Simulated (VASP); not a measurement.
**MgO: single point with r2SCAN**

Crystal: MgO.

```
CELL_PARAMETERS angstrom
3.48410 0.00000 0.00000
-1.74205 3.01732 0.00000
0.00000 0.00000 4.18569
ATOMIC_POSITIONS crystal
Mg 0.66667 0.33333 0.75000
Mg 0.33333 0.66667 0.25000
O 0.69152 0.38305 0.25000
O 0.35819 0.71638 0.75000
```

This cell differs from its parent crystal: all O atoms moved -0.150 Å, as atom 3 towards its neighbour atom 2 (Mg) at 2.012 Å.

* Program: VASP 6.6.1
* Task: single point
* Functional: r2SCAN
* Potentials or basis: VASP PAW PBE potentials, release 64 (Mg, O)
* Cutoff: 520 eV
* k mesh: 6 × 6 × 6
* Occupations: gaussian, width 0.05 eV
* Spin: no spin polarisation
* Dipole correction: no
* Further INCAR settings: ALGO = Normal; EDIFF = 1e-06; NBANDS = 16

* Pressure: 1.3 GPa
* Largest force: 1.843 eV/Å
* Band gap on the k mesh: 4.06 eV, direct

Forces in eV/Å, atoms in the order of the input:
```
Mg   0.000  1.836  0.000
Mg   0.000  1.105  0.000
O    0.000 -1.098  0.000
O    0.000 -1.843  0.000
```

Stress tensor (GPa, compression positive):
```
 1.32  0.00  0.00
 0.00  4.05  0.00
 0.00  0.00 -1.40
```

Levels at points of the mesh, in eV from the valence-band top:
```
           k point  band 6  band 7  band 8  band 9  band 10  band 11
(0.00, 0.00, 0.00)   -0.81   -0.81    0.00    4.06    10.30    13.14
(0.50, 0.00, 0.00)   -1.96   -1.30   -0.53    7.64     9.94    10.57
(0.00, 0.50, 0.00)   -1.96   -1.29   -0.53    7.64    10.00    10.62
(0.00, 0.00, 0.50)   -1.41   -1.18   -1.15    7.12     7.12    13.74
(0.50, 0.00, 0.50)   -1.49   -0.82   -0.79    7.97     8.05    12.84
(0.00, 0.50, 0.50)   -1.40   -0.84   -0.78    7.93     8.10    12.72
```

It took 110 s on 1 thread of Intel(R) Xeon(R) Platinum 8259CL CPU @ 2.50GHz (Skylake/Cascade Lake), with other jobs on the host, peak memory 0.18 GiB.

Caveat: the cell differs from its parent crystal (all O atoms moved -0.150 Å, as atom 3 towards its neighbour atom 2 (Mg) at 2.012 Å); the PAW data sets were made with another functional, which shifts forces and pressure a little.
